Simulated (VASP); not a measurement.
# CdI2 (P-3m1) in VASP: a series of runs

CdI2 is run at these levels: PBE+D3(BJ); tasks: single point.

Program: VASP 6.6.1. These are calculated values, not measurements. Logs are shortened: lines on timing, memory, paths and dates and some standing lists are left out, and cuts for length are marked.

## (1) The cell of the first run

Symmetry: P-3m1, No. 164, trigonal system. Conventional cell: a = 4.480 Å, b = 4.480 Å, c = 6.155 Å, α = 90.00°, β = 90.00°, γ = 120.00°. Cd (site symmetry -3m) has 6 I at 3.01 Å within 4.0 Å. I (site symmetry 3m) has 3 Cd at 3.01 Å within 4.0 Å.

## (2) Single point, PBE+D3(BJ)

INCAR

```
PREC     = Accurate       # precision mode
ENCUT    = 500            # plane-wave cutoff, eV
EDIFF    = 1E-6           # SCF threshold, eV
ISMEAR   = 0              # smearing method
SIGMA    = 0.05           # smearing width, eV
LREAL    = False          # projectors in reciprocal space
LASPH    = True           # aspherical terms in the spheres
NELM     = 120            # most SCF steps
ALGO     = Normal         # electronic algorithm
ISIF     = 2              # what is computed and relaxed
LWAVE    = False          # write WAVECAR
LCHARG   = False          # write CHGCAR
GGA      = PE             # functional
IVDW     = 12             # dispersion correction
NBANDS   = 20             # bands
GGA_COMPAT= False
```

KPOINTS

```
Automatic mesh
0
Gamma
  9 9 6
```

POSCAR

```
CdI2
1.0
    4.4802507338      0.0000000000      0.0000000000
   -2.2401253669      3.8800109508      0.0000000000
    0.0000000000      0.0000000000      6.1546980793
Cd I
1 2
Direct
    0.0000000000      0.0000000000      0.0000000000
    0.3333333333      0.6666666667      0.2492000000
    0.6666666667      0.3333333333      0.7508000000
```

Potentials or basis: VASP PAW PBE potentials, release 64 (Cd, I).

The run is started by

```bash
$ cat potpaw_PBE.64/Cd/POTCAR potpaw_PBE.64/I/POTCAR > POTCAR
$ mpirun -np 1 vasp_std > vasp.out
```

OUTCAR:

```text
PREC = Accurate
   ENCUT = 500
   EDIFF = 1E-6
   ISMEAR = 0
   LREAL = False
   LASPH = True
   NELM = 120
   ISIF = 2
   GGA = PE
   IVDW = 12
 IVDW          = 12

 ion  position               nearest neighbor table
   1  0.000  0.000  0.000-   2 3.01   3 3.01   3 3.01   2 3.01   3 3.01   2 3.01
   2  0.333  0.667  0.249-   1 3.01   1 3.01   1 3.01
   3  0.667  0.333  0.751-   1 3.01   1 3.01   1 3.01

  LATTYP: Found a hexagonal cell.
 ALAT       =     4.4802507338
 C/A-ratio  =     1.3737396510

  Lattice vectors:

 A1 = (   4.4802507338,   0.0000000000,   0.0000000000)
 A2 = (  -2.2401253669,   3.8800109508,   0.0000000000)
 A3 = (   0.0000000000,   0.0000000000,   6.1546980793)

Analysis of symmetry for initial positions (statically):
=====================================================================
 Subroutine PRICEL returns:
 Original cell was already a primitive cell.

 Routine SETGRP: Setting up the symmetry group for a
 hexagonal supercell.

 Subroutine GETGRP returns: Found 12 space group operations
 (whereof 12 operations were pure point group operations)
 out of a pool of 24 trial point group operations.

The static configuration has the point symmetry D_3d.

Analysis of symmetry for dynamics (positions and initial velocities):
=====================================================================
 Subroutine PRICEL returns:
 Original cell was already a primitive cell.

 Routine SETGRP: Setting up the symmetry group for a
 hexagonal supercell.

 Subroutine GETGRP returns: Found 12 space group operations
 (whereof 12 operations were pure point group operations)
 out of a pool of 24 trial point group operations.

The dynamic configuration has the point symmetry D_3d.

 Subroutine INISYM returns: Found 12 space group operations
 (whereof 12 operations are pure point group operations),
 and found     1 'primitive' translations

----------------------------------------------------------------------------------------

                                     Primitive cell

  volume of cell :     106.9897

  direct lattice vectors                    reciprocal lattice vectors
     4.480250734  0.000000000  0.000000000     0.223201794  0.128865616  0.000000000
    -2.240125367  3.880010951  0.000000000     0.000000000  0.257731231  0.000000000
     0.000000000  0.000000000  6.154698079     0.000000000  0.000000000  0.162477507

  length of vectors
     4.480250734  4.480250734  6.154698079     0.257731231  0.257731231  0.162477507

  position of ions in fractional coordinates (direct lattice)
     0.000000000  0.000000000  0.000000000
     0.333333333  0.666666667  0.249200000
     0.666666667  0.333333333  0.750800000

  ion indices of the primitive-cell ions
   primitive index   ion index
                 1           1
                 2           2
                 3           3

----------------------------------------------------------------------------------------

 KPOINTS: Automatic mesh

Automatic generation of k-mesh.
 Grid dimensions read from file:
 generate k-points for:    9    9    6

 Generating k-lattice:

  Cartesian coordinates                     Fractional coordinates (reciprocal lattice)
     0.024800199  0.014318402  0.000000000     0.111111111  0.000000000  0.000000000
     0.000000000  0.028636803  0.000000000     0.000000000  0.111111111  0.000000000
     0.000000000  0.000000000  0.027079584     0.000000000  0.000000000  0.166666667

  Length of vectors
     0.028636803  0.028636803  0.027079584

  Shift w.r.t. Gamma in fractional coordinates (k-lattice)
     0.000000000  0.000000000  0.000000000

 Subroutine IBZKPT returns following result:
 ===========================================

 Found     62 irreducible k-points:

 Following reciprocal coordinates:
            Coordinates               Weight
  0.000000  0.000000  0.000000      1.000000
  0.111111  0.000000  0.000000      6.000000
  0.222222  0.000000  0.000000      6.000000
  0.333333  0.000000  0.000000      6.000000
  0.444444  0.000000  0.000000      6.000000
  0.111111  0.111111  0.000000      6.000000
[... 16 lines left out ...]
  0.222222  0.111111  0.166667     12.000000
 -0.111111  0.333333  0.166667     12.000000
 [... further k-points ...]
   k-points           NKPTS =     62   k-points in BZ     NKDIM =     62   number of bands    NBANDS=     20
   number of dos      NEDOS =    301   number of ions     NIONS =      3
   total plane-waves  NPLWV =  62208
   dimension x,y,z NGX =    36 NGY =   36 NGZ =   48
   dimension x,y,z NGXF=    72 NGYF=   72 NGZF=   96
   ions per type =               1   2
   NGX,Y,Z   is equivalent  to a cutoff of  13.36, 13.36, 12.97 a.u.
   NGXF,Y,Z  is equivalent  to a cutoff of  26.72, 26.72, 25.93 a.u.
 SYSTEM =  unknown system
   PREC   = accura    normal or accurate (medium, high low for compatibility)
   ISTART =      0    job   : 0-new  1-cont  2-samecut
   ICHARG =      2    charge: 1-file 2-atom 10-const
   ISPIN  =      1    spin polarized calculation?
   LNONCOLLINEAR =      F non collinear calculations
   LSORBIT =      F    spin-orbit coupling
   LASPH  =      T    aspherical Exc in radial PAW
   ENCUT  =  500.0 eV  36.75 Ry    6.06 a.u.   8.17  8.17 11.22*2*pi/ulx,y,z
   NELM   =    120;   NELMIN=  2; NELMDL= -5     # of ELM steps
   EDIFF  = 0.1E-05   stopping-criterion for ELM
   LREAL  =      F    real-space projection
   EDIFFG = 0.1E-04   stopping-criterion for IOM
   NSW    =      0    number of steps for IOM
   IBRION =     -1    ionic relax: 0-MD 1-quasi-New 2-CG
   NFREE  =      0    steps in history (QN), initial steepest desc. (CG)
   ISIF   =      2    stress and relaxation
   ISYM   =      2    0-nonsym 1-usesym 2-fastsym
   POTIM  = 0.5000    time-step for ionic-motion
   TEBEG  =    0.0;   TEEND  =   0.0 temperature during run
   PSTRESS=    0.0 pullay stress
   NELECT =      26.0000    total number of electrons
   NUPDOWN=      -1.0000    fix difference up-down
   EMIN   =  10.00;   EMAX   =-10.00  energy-range for DOS
   EFERMI =   0.00;   METHOD = LEGACY
   ISMEAR =     0;   SIGMA  =   0.05  broadening in eV -4-tet -1-fermi 0-gaus
   EFERMI_NEDOS =   21; number of points for ismear=-14 and -15
   IALGO  =     38    algorithm
   IMIX   =      4    mixing-type and parameters
     AMIX     =   0.40;   BMIX     =  1.00
     AMIX_MAG =   1.60;   BMIX_MAG =  1.00
  volume/ion in A,a.u.               =      35.66       240.67
  Fermi-wavevector in a.u.,A,eV,Ry     =   1.021610  1.930564 14.200233  1.043688
  Thomas-Fermi vector in A             =   2.155244
   LORBIT       =      0    0 simple, 1 ext, 2 COOP (PROOUT), +10 PAW based schemes
   GGA     = PE    functional components
   LHFCALC =     F    Hartree Fock is set to
   AEXX    =    0.0000 exact exchange contribution
   IVDW    =    12    specifies the selected vdW correction
   LEPSILON=     F    determine dielectric tensor
   LRPA    =     F    only Hartree local field effects (RPA)
 non-spin polarized calculation
 Gauss-broadening in eV      SIGMA  =   0.05
  energy-cutoff  :      500.00
  volume of cell :      106.99
 maximum number of plane-waves:      2738
 NGX is ok and might be reduce to    36

 number of electron      25.9999993 magnetization

 Free energy of the ion-electron system (eV)
  ---------------------------------------------------
  ext. energy  EPLUGINS =         0.00000000
  ---------------------------------------------------
  free energy    TOTEN  =        -5.36660951 eV

  energy without entropy =       -5.36660951  energy(sigma->0) =       -5.36660951

 E-fermi :   2.6629     XC(G=0):  -8.5809

 val. band max:        2.4641702292   @ k =   0.0000   0.0000   0.0000
 cond. band min:       4.0535972508   @ k =   0.0000   0.0000   0.0000
 fundamental gap:      1.5894270216
 Fermi energy:         2.6628711122

 k-point     1 :       0.0000    0.0000    0.0000
  band No.  band energies     occupation
      1     -10.0738      2.00000
      2      -9.0961      2.00000
      3      -5.5934      2.00000
      4      -5.5934      2.00000
      5      -5.4539      2.00000
      6      -5.3840      2.00000
[... 12 lines left out ...]
     19      10.9763      0.00000
     20      10.9763      0.00000

 k-point     2 :       0.1111    0.0000    0.0000
  band No.  band energies     occupation
      1     -10.0207      2.00000
      2      -9.1116      2.00000
      3      -5.5849      2.00000
      4      -5.5514      2.00000
      5      -5.4447      2.00000
      6      -5.3870      2.00000
[... 12 lines left out ...]
     19      10.5802      0.00000
     20      10.8267      0.00000

 k-point     3 :       0.2222    0.0000    0.0000
  band No.  band energies     occupation
      1      -9.8757      2.00000
      2      -9.1549      2.00000
      3      -5.5666      2.00000
      4      -5.4575      2.00000
      5      -5.4178      2.00000
      6      -5.3863      2.00000
[... 12 lines left out ...]
     19       9.7298      0.00000
     20      10.7150      0.00000

 k-point     4 :       0.3333    0.0000    0.0000
  band No.  band energies     occupation
      1      -9.6805      2.00000
      2      -9.2218      2.00000
      3      -5.5525      2.00000
      4      -5.4403      2.00000
      5      -5.3845      2.00000
      6      -5.3595      2.00000
[... 12 lines left out ...]
     19       9.8675      0.00000
     20      11.3367      0.00000

 k-point     5 :       0.4444    0.0000    0.0000
  band No.  band energies     occupation
      1      -9.4996      2.00000
      2      -9.3104      2.00000
      3      -5.5475      2.00000
      4      -5.4495      2.00000
      5      -5.3696      2.00000
      6      -5.3438      2.00000
[... 12 lines left out ...]
     19      10.7551      0.00000
     20      12.1410      0.00000
[... 353 lines left out ...]
      6      -5.3438      2.00000
[... 12 lines left out ...]
     19      10.9334      0.00000
     20      11.6378      0.00000

 k-point    22 :       0.1111    0.1111    0.1667
  band No.  band energies     occupation
      1      -9.8805      2.00000
      2      -9.1945      2.00000
      3      -5.5698      2.00000
      4      -5.4897      2.00000
      5      -5.4244      2.00000
      6      -5.3896      2.00000
[... 12 lines left out ...]
     19      10.2551      0.00000
     20      10.7965      0.00000

 k-point    23 :       0.2222    0.1111    0.1667
  band No.  band energies     occupation
      1      -9.7138      2.00000
      2      -9.2380      2.00000
      3      -5.5483      2.00000
      4      -5.4270      2.00000
      5      -5.4040      2.00000
      6      -5.3658      2.00000
[... 12 lines left out ...]
     19       9.7204      0.00000
     20      11.3960      0.00000

 k-point    24 :      -0.1111    0.3333    0.1667
  band No.  band energies     occupation
      1      -9.7240      2.00000
      2      -9.2232      2.00000
      3      -5.5487      2.00000
      4      -5.4362      2.00000
      5      -5.3981      2.00000
      6      -5.3681      2.00000
[... 12 lines left out ...]
     19       9.5346      0.00000
     20      11.1219      0.00000

 [... further k-points ...]

------------------------ aborting loop because EDIFF is reached ----------------------------------------

 Edisp (eV)   -0.98931

 E8    (eV) :    -0.4418

  FORCE on cell =-STRESS in cart. coord.  units (eV):
  Direction    XX          YY          ZZ          XY          YZ          ZX
  --------------------------------------------------------------------------------------
  -------------------------------------------------------------------------------------
  Total      -0.57833    -0.57833     1.49729     0.00000     0.00000     0.00000
  in kB      -8.66052    -8.66052    22.42193     0.00000     0.00000     0.00000
  external pressure =        1.70 kB  Pullay stress =        0.00 kB

 VOLUME and BASIS-vectors are now :
 -----------------------------------------------------------------------------
  energy-cutoff  :      500.00
  volume of cell :      106.99
      direct lattice vectors                 reciprocal lattice vectors
     4.480250734  0.000000000  0.000000000     0.223201794  0.128865616  0.000000000
    -2.240125367  3.880010951  0.000000000     0.000000000  0.257731231  0.000000000
     0.000000000  0.000000000  6.154698079     0.000000000  0.000000000  0.162477507

 POSITION                                       TOTAL-FORCE (eV/Angst)
 -----------------------------------------------------------------------------------
      0.00000      0.00000      0.00000        -0.000000      0.000000      0.000000
     -0.00000      2.58667      1.53375         0.000000      0.000000      0.363234
      2.24013      1.29334      4.62095         0.000000      0.000000     -0.363234
 -----------------------------------------------------------------------------------
    total drift:                                0.000000      0.000000      0.000000

  FREE ENERGIE OF THE ION-ELECTRON SYSTEM (eV)
  ---------------------------------------------------
  free  energy   TOTEN  =        -6.3559200312 eV

  energy  without entropy=       -6.3559200312  energy(sigma->0) =       -6.35592003
```

Wall time 79 s (1 thread of Intel Xeon Platinum 8488C (Sapphire Rapids), shared host); peak memory 0.31 GiB.

Results:

```yaml
Free_energy: -6.3559 eV
Pressure: 0.2 GPa
Largest_force: 0.363 eV/Å
Band_gap_on_the_k_mesh: 1.59 eV, direct
Dispersion_energy_per_atom: -0.330 eV
```

Forces in eV/Å, atoms in the order of the input:
```
Cd   0.000  0.000  0.000
I    0.000  0.000  0.363
I    0.000  0.000 -0.363
```

Caveat: spin-orbit coupling is left out, which moves the levels of the heavy elements. A k mesh can miss the band edges.

## (3) Single point, PBE+D3(BJ)

This run uses another cell than the first one, of the same volume but with other edges.

INCAR

```
  ALGO = Normal
  EDIFF = 1E-6
  ENCUT = 500
  GGA = PE
  GGA_COMPAT = F
  ISIF = 2
  ISMEAR = 0
  IVDW = 12
  LASPH = T
  LCHARG = T
  LELF = T
  LREAL = F
  LVHAR = T
  LWAVE = F
  NBANDS = 20
  NELM = 120
  PREC = Accurate
  SIGMA = 0.05
```

KPOINTS

```
k-points
0
Gamma
  9 9 6
```

POSCAR

```
CdI2
1.0
    3.9937561676      0.0000000000      0.0000000000
   -1.9968780838      3.4586942977      0.0000000000
    0.0000000000      0.0000000000      7.7454793465
Cd I
1 2
Direct
    0.0000000000      0.0000000000      0.0000000000
    0.3333333333      0.6666666667      0.2492000000
    0.6666666667      0.3333333333      0.7508000000
```

Potentials or basis: VASP PAW PBE potentials, release 64 (Cd, I).

The run is started by

```bash
$ cat potpaw_PBE.64/Cd/POTCAR potpaw_PBE.64/I/POTCAR > POTCAR
$ mpirun -np 1 vasp_std > vasp.out
```

OUTCAR:

```text
EDIFF = 1E-6
   ENCUT = 500
   GGA = PE
   ISIF = 2
   ISMEAR = 0
   IVDW = 12
   LASPH = T
   LREAL = F
   NELM = 120
   PREC = Accurate
 IVDW          = 12

 ion  position               nearest neighbor table
   1  0.000  0.000  0.000-   2 3.01   3 3.01   3 3.01   2 3.01   3 3.01   2 3.01
   2  0.333  0.667  0.249-   1 3.01   1 3.01   1 3.01
   3  0.667  0.333  0.751-   1 3.01   1 3.01   1 3.01

  LATTYP: Found a hexagonal cell.
 ALAT       =     3.9937561676
[... 747 lines left out ...]

 Edisp (eV)   -1.00651

 E8    (eV) :    -0.4521

  FORCE on cell =-STRESS in cart. coord.  units (eV):
  Direction    XX          YY          ZZ          XY          YZ          ZX
  --------------------------------------------------------------------------------------
  -------------------------------------------------------------------------------------
  Total       1.61517     1.61517    -1.98987    -0.00000    -0.00000     0.00000
  in kB      24.18732    24.18732   -29.79848    -0.00000    -0.00000     0.00000
  external pressure =        6.19 kB  Pullay stress =        0.00 kB

 VOLUME and BASIS-vectors are now :
 -----------------------------------------------------------------------------
  energy-cutoff  :      500.00
  volume of cell :      106.99
      direct lattice vectors                 reciprocal lattice vectors
     3.993756168  0.000000000  0.000000000     0.250390850  0.144563224  0.000000000
    -1.996878084  3.458694298  0.000000000     0.000000000  0.289126449  0.000000000
     0.000000000  0.000000000  7.745479346     0.000000000  0.000000000  0.129107568

 POSITION                                       TOTAL-FORCE (eV/Angst)
 -----------------------------------------------------------------------------------
      0.00000      0.00000      0.00000         0.000000      0.000000      0.000000
     -0.00000      2.30580      1.93017        -0.000000      0.000000     -0.339583
      1.99688      1.15290      5.81531         0.000000      0.000000      0.339583
 -----------------------------------------------------------------------------------
    total drift:                                0.000000     -0.000000      0.000000

  FREE ENERGIE OF THE ION-ELECTRON SYSTEM (eV)
  ---------------------------------------------------
  free  energy   TOTEN  =        -6.2865971975 eV

  energy  without entropy=       -6.2865971975  energy(sigma->0) =       -6.28659720
```

OSZICAR:

```text
N       E                     dE             d eps       ncg     rms          rms(c)
DAV:   1     0.156857196541E+03    0.15686E+03   -0.11285E+04  2480   0.108E+03
DAV:   2     0.375271979363E+01   -0.15310E+03   -0.14759E+03  2948   0.246E+02
DAV:   3    -0.549415141247E+01   -0.92469E+01   -0.92157E+01  2980   0.599E+01
DAV:   4    -0.564320037831E+01   -0.14905E+00   -0.14903E+00  3308   0.727E+00
DAV:   5    -0.564457927137E+01   -0.13789E-02   -0.13789E-02  3020   0.708E-01    0.646E+00
DAV:   6    -0.530526557271E+01    0.33931E+00   -0.69214E-01  2560   0.784E+00    0.543E+00
DAV:   7    -0.528072130199E+01    0.24544E-01   -0.19930E-01  2748   0.263E+00    0.226E+00
DAV:   8    -0.528013739695E+01    0.58391E-03   -0.24856E-02  2660   0.165E+00    0.379E-01
DAV:   9    -0.528004134506E+01    0.96052E-04   -0.25586E-03  2848   0.506E-01    0.135E-01
DAV:  10    -0.528007656735E+01   -0.35222E-04   -0.26880E-04  2736   0.143E-01    0.455E-02
DAV:  11    -0.528008580829E+01   -0.92409E-05   -0.28897E-05  2808   0.413E-02    0.236E-02
DAV:  12    -0.528008701618E+01   -0.12079E-05   -0.35778E-06  2796   0.143E-02    0.142E-02
DAV:  13    -0.528008672671E+01    0.28946E-06   -0.19270E-06  2088   0.115E-02
   1 F= -.62865972E+01 E0= -.62865972E+01  d E =-.800802E-12
```

Wall time 79 s (1 thread of Intel Xeon Platinum 8488C (Sapphire Rapids), shared host); peak memory 0.29 GiB.

Results:

| Quantity | Value |
| --- | --- |
| Free energy | -6.2866 eV |
| Pressure | 0.6 GPa |
| Largest force | 0.340 eV/Å |
| Band gap on the k mesh | 1.68 eV, indirect (least direct gap 2.10 eV) |
| Dispersion energy per atom | -0.336 eV |

Forces in eV/Å, atoms in the order of the input:
```
Cd   0.000  0.000  0.000
I    0.000  0.000 -0.340
I    0.000  0.000  0.340
```

Stress tensor (GPa, compression positive):
```
 2.42  0.00  0.00
 0.00  2.42  0.00
 0.00  0.00 -2.98
```

Levels at points of the mesh, in eV from the valence-band top:
| k point | band 10 | band 11 | band 12 | band 13 | band 14 | band 15 | band 16 | band 17 |
| --- | --- | --- | --- | --- | --- | --- | --- | --- |
| (0.00, 0.00, 0.00) | -0.25 | -0.25 | -0.06 | -0.06 | 2.04 | 4.77 | 6.68 | 6.68 |
| (0.00, 0.00, 0.50) | -0.31 | -0.31 | 0.00 | 0.00 | 3.25 | 4.67 | 6.59 | 6.59 |

Caveat: spin-orbit coupling is left out, which moves the levels of the heavy elements. A k mesh can miss the band edges.

(Continued in part 2 of 2.)
